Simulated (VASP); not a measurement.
# Ir (Fm-3m) in VASP: notebook

Aim: see how the results for Ir move with the level of theory and the settings. Levels: PBE0, PBE exchange alone. Tasks: single point.

Program: VASP 6.6.1. These are calculated values, not measurements. Logs are shortened: lines on timing, memory, paths and dates and some standing lists are left out, and cuts for length are marked.

## (1) The cell of the first run

Symmetry: Fm-3m, No. 225, cubic system. The conventional cell has a = 3.753 Å, b = 3.753 Å, c = 3.753 Å, α = 90.00°, β = 90.00°, γ = 90.00°. Within 3.5 Å of Ir (site symmetry m-3m) lie 12 Ir at 2.65 Å.

## (2) Single point, PBE0

Contents of POSCAR:

```
Ir
1.0
    0.0000000000      1.8764951499      1.8764951499
    1.8764951499      0.0000000000      1.8764951499
    1.8764951499      1.8764951499      0.0000000000
Ir
1
Direct
    0.0000000000      0.0000000000      0.0000000000
```

Contents of INCAR.step1:

```
PREC = Accurate
ENCUT = 520
EDIFF = 1E-5
ISMEAR = -1
SIGMA = 0.05
LREAL = F
LASPH = T
NELM = 80
ALGO = Normal
ISIF = 2
LWAVE = T
GGA = PE
NBANDS = 10
```

Contents of INCAR.step2:

```
PREC = Accurate
ENCUT = 520
EDIFF = 1E-6
ISMEAR = -1
SIGMA = 0.05
LREAL = F
LASPH = T
NELM = 80
ALGO = Normal
ISIF = 2
LWAVE = F
LCHARG = T
GGA = PE
LHFCALC = T
AEXX = 0.25
PRECFOCK = Normal
LELF = T
LVHAR = T
ISTART = 1
NBANDS = 10
```

Contents of KPOINTS:

```
regular mesh
0
Gamma
  8 8 8
```

Potentials or basis: VASP PAW PBE potentials, release 64 (Ir).

The run is started by

```
$ cat potpaw_PBE.64/Ir/POTCAR > POTCAR
$ cp INCAR.step1 INCAR
$ mpirun -np 1 vasp_std > vasp.out
$ cp INCAR.step2 INCAR
$ mpirun -np 1 vasp_std > vasp.out
```

OUTCAR:

```text
PREC = Accurate
   ENCUT = 520
   EDIFF = 1E-6
   ISMEAR = -1
   LREAL = F
   LASPH = T
   NELM = 80
   ISIF = 2
   GGA = PE
   LHFCALC = T
   AEXX = 0.25
   PRECFOCK = Normal
   ISTART = 1

 ion  position               nearest neighbor table
   1  0.000  0.000  0.000-

  LATTYP: Found a face centered cubic cell.
 ALAT       =     3.7529902998

  Lattice vectors:

 A1 = (   0.0000000000,   1.8764951499,   1.8764951499)
 A2 = (   1.8764951499,   0.0000000000,   1.8764951499)
 A3 = (   1.8764951499,   1.8764951499,   0.0000000000)

Analysis of symmetry for initial positions (statically):
=====================================================================
 Subroutine PRICEL returns:
 Original cell was already a primitive cell.

 Routine SETGRP: Setting up the symmetry group for a
 face centered cubic supercell.

 Subroutine GETGRP returns: Found 48 space group operations
 (whereof 48 operations were pure point group operations)
 out of a pool of 48 trial point group operations.

The static configuration has the point symmetry O_h .

Analysis of symmetry for dynamics (positions and initial velocities):
=====================================================================
 Subroutine PRICEL returns:
 Original cell was already a primitive cell.

 Routine SETGRP: Setting up the symmetry group for a
 face centered cubic supercell.

 Subroutine GETGRP returns: Found 48 space group operations
 (whereof 48 operations were pure point group operations)
 out of a pool of 48 trial point group operations.

The dynamic configuration has the point symmetry O_h .

 Subroutine INISYM returns: Found 48 space group operations
 (whereof 48 operations are pure point group operations),
 and found     1 'primitive' translations

----------------------------------------------------------------------------------------

                                     Primitive cell

  volume of cell :      13.2152

  direct lattice vectors                    reciprocal lattice vectors
     0.000000000  1.876495150  1.876495150    -0.266454193  0.266454193  0.266454193
     1.876495150  0.000000000  1.876495150     0.266454193 -0.266454193  0.266454193
[... 83 lines left out ...]
   EDIFF  = 0.1E-05   stopping-criterion for ELM
   LREAL  =      F    real-space projection
   EDIFFG = 0.1E-04   stopping-criterion for IOM
   NSW    =      0    number of steps for IOM
   IBRION =     -1    ionic relax: 0-MD 1-quasi-New 2-CG
   NFREE  =      0    steps in history (QN), initial steepest desc. (CG)
   ISIF   =      2    stress and relaxation
   ISYM   =      3    0-nonsym 1-usesym 2-fastsym
   POTIM  = 0.5000    time-step for ionic-motion
   TEBEG  =    0.0;   TEEND  =   0.0 temperature during run
   PSTRESS=    0.0 pullay stress
   NELECT =       9.0000    total number of electrons
   NUPDOWN=      -1.0000    fix difference up-down
   EMIN   =  10.00;   EMAX   =-10.00  energy-range for DOS
   EFERMI =   0.00;   METHOD = LEGACY
   ISMEAR =    -1;   SIGMA  =   0.05  broadening in eV -4-tet -1-fermi 0-gaus
   EFERMI_NEDOS =   21; number of points for ismear=-14 and -15
   IALGO  =     38    algorithm
   IMIX   =      1    mixing-type and parameters
     AMIX     =   0.40;   BMIX     =  1.00
     AMIX_MAG =   1.60;   BMIX_MAG =  1.00
  volume/ion in A,a.u.               =      13.22        89.18
  Fermi-wavevector in a.u.,A,eV,Ry     =   1.440340  2.721847 28.226348  2.074578
  Thomas-Fermi vector in A             =   2.559095
   LORBIT       =      0    0 simple, 1 ext, 2 COOP (PROOUT), +10 PAW based schemes
   GGA     = PE    functional components
   LHFCALC =     T    Hartree Fock is set to
   PRECFOCK=normal    Normal, Fast or Accurate (Low or Medium for compatibility)
   ENCUT4O =  -1.0   cutoff for four orbital integrals eV
   NKREDX  =     1    reduce k-point grid by
   NKREDY  =     1    reduce k-point grid by
   NKREDZ  =     1    reduce k-point grid by
   AEXX    =    0.2500 exact exchange contribution
   HFSCREEN=    0.0000 screening length (either q_TF or 0.3 A-1)
   HFSCREENC=   0.0000 screening length for correlation (either q_TF or 0.3 A-1)
   ENCUTFOCK=  -1.0 apply spherical cutoff to Coloumb kernel
   IVDW    =     0    specifies the selected vdW correction
   LEPSILON=     F    determine dielectric tensor
   LRPA    =     F    only Hartree local field effects (RPA)
 non-spin polarized calculation
  energy-cutoff  :      520.00
  volume of cell :       13.22
 maximum number of plane-waves:       363
  NGX = 16; NGY = 16; NGZ = 16

 number of electron       9.0000000 magnetization

 Free energy of the ion-electron system (eV)
  ---------------------------------------------------
  ext. energy  EPLUGINS =         0.00000000
  ---------------------------------------------------
  free energy    TOTEN  =       -10.83022151 eV

  energy without entropy =      -10.82727286  energy(sigma->0) =      -10.82874718

 E-fermi :  11.5280     XC(G=0): -11.2619

 val. band max:       11.0869560796   @ k =  -0.3750   0.1250   0.0000
 cond. band min:      11.5864647880   @ k =   0.3750   0.1250   0.0000
 fundamental gap:      0.4995087084
 Fermi energy:        11.5279824021

 k-point     1 :       0.0000    0.0000    0.0000
  band No.  band energies     occupation
      1      -2.1999      2.00000
      2       5.9293      2.00000
      3       5.9293      2.00000
      4       5.9293      2.00000
      5       8.8956      2.00000
      6       8.8956      2.00000
      7      26.9550      0.00000
      8      33.2718      0.00000
      9      33.2718      0.00000
     10      33.2718      0.00000
[... 287 lines left out ...]
 k-point    24 :      -0.3750    0.2500    0.1250
  band No.  band energies     occupation
      1       2.7608      2.00000
      2       4.1120      2.00000
      3       6.4180      2.00000
      4       7.3825      2.00000
      5      12.4254      0.00000
      6      17.8199      0.00000
      7      20.0331      0.00000
      8      29.0716      0.00000
      9      29.8131      0.00000
     10      33.5751      0.00000

 [... further k-points ...]
[... 5 lines left out ...]
  --------------------------------------------------------------------------------------
  -------------------------------------------------------------------------------------
  Total        2.5534119      2.5534119      2.5534119      0.0000000      0.0000000     -0.0000000
  in kB      309.5701823    309.5701823    309.5701823      0.0000000      0.0000000     -0.0000000
  external PRESSURE =     309.5701823 kB  Pullay stress =       0.0000000 kB

 VOLUME and BASIS-vectors are now :
 -----------------------------------------------------------------------------
  energy-cutoff  :      520.00
  volume of cell :       13.22
      direct lattice vectors                 reciprocal lattice vectors
     0.000000000  1.876495150  1.876495150    -0.266454193  0.266454193  0.266454193
     1.876495150  0.000000000  1.876495150     0.266454193 -0.266454193  0.266454193
     1.876495150  1.876495150  0.000000000     0.266454193  0.266454193 -0.266454193

 POSITION                                       TOTAL-FORCE (eV/Angst)
 -----------------------------------------------------------------------------------
      0.00000      0.00000      0.00000         0.000000      0.000000     -0.000000
 -----------------------------------------------------------------------------------
    total drift:                               -0.000000     -0.000000      0.000000

  FREE ENERGIE OF THE ION-ELECTRON SYSTEM (eV)
  ---------------------------------------------------
  free  energy   TOTEN  =       -10.8302215078 eV

  energy  without entropy=      -10.8272728601  energy(sigma->0) =      -10.82874718
```

It took 33 min on 1 thread of Intel Xeon Platinum 8259CL at 2.50GHz (Skylake/Cascade Lake), shared host; peak memory 0.14 GiB.

What came out:

| Property | Result |
| --- | --- |
| Free energy | -10.8302 eV |
| Pressure | 31.0 GPa |
| Band gap on the k mesh | zero (an odd number of electrons rules out a gap without spin polarisation) |

Caveat: the k points lie up to 0.36 Å⁻¹ apart, too coarse for converged energies and pressures of a metal; the PAW data sets were made with another functional, which shifts forces and pressure a little; spin-orbit coupling is left out, which moves the levels of the heavy elements.

## (3) Single point, PBE exchange alone

Contents of INCAR:

```
SYSTEM = Ir
PREC = Accurate
ENCUT = 520
EDIFF = 1E-7
ISMEAR = -5
SIGMA = 0.05
LREAL = .FALSE.
LASPH = .TRUE.
NELM = 80
ALGO = Normal
ISIF = 2
LWAVE = .FALSE.
LCHARG = .FALSE.
GGA = PE
ALDAC = 0.0
AGGAC = 0.0
NBANDS = 10
```

Contents of KPOINTS:

```
regular mesh
0
G
  12 12 12
  0 0 0
```

POSCAR is that of step 2.

Potentials or basis: VASP PAW PBE potentials, release 64 (Ir).

The run is started by

```
$ cat potpaw_PBE.64/Ir/POTCAR > POTCAR
$ mpirun -np 1 vasp_std > vasp.out
```

Run time: 9.7 s. Hardware: 1 thread of Intel Xeon 8259CL, shared host; peak memory 0.14 GiB.

Results (log left out):

| Quantity | Value |
| --- | --- |
| Free energy | -5.6074 eV |
| Pressure | 83.2 GPa |
| Band gap on the k mesh | zero (an odd number of electrons rules out a gap without spin polarisation) |

Levels at points of the mesh, in eV from the Fermi level:
| k point | band 1 | band 2 | band 3 | band 4 | band 5 | band 6 | band 7 | band 8 | band 9 |
| --- | --- | --- | --- | --- | --- | --- | --- | --- | --- |
| (0.00, 0.00, 0.00) | -11.71 | -4.30 | -4.30 | -4.30 | -1.33 | -1.33 | 14.43 | 20.33 | 20.33 |
| (0.50, 0.00, 0.00) | -8.77 | -4.43 | -4.43 | -0.66 | 1.03 | 1.03 | 8.02 | 14.02 | 20.48 |
| (0.50, 0.50, 0.00) | -8.65 | -8.07 | 0.99 | 1.70 | 1.70 | 1.93 | 11.50 | 12.19 | 12.19 |

Caveat: the cell stands under pressure; spin-orbit coupling is left out, which moves the levels of the heavy elements; tetrahedron occupations give inexact forces and stress in metals.
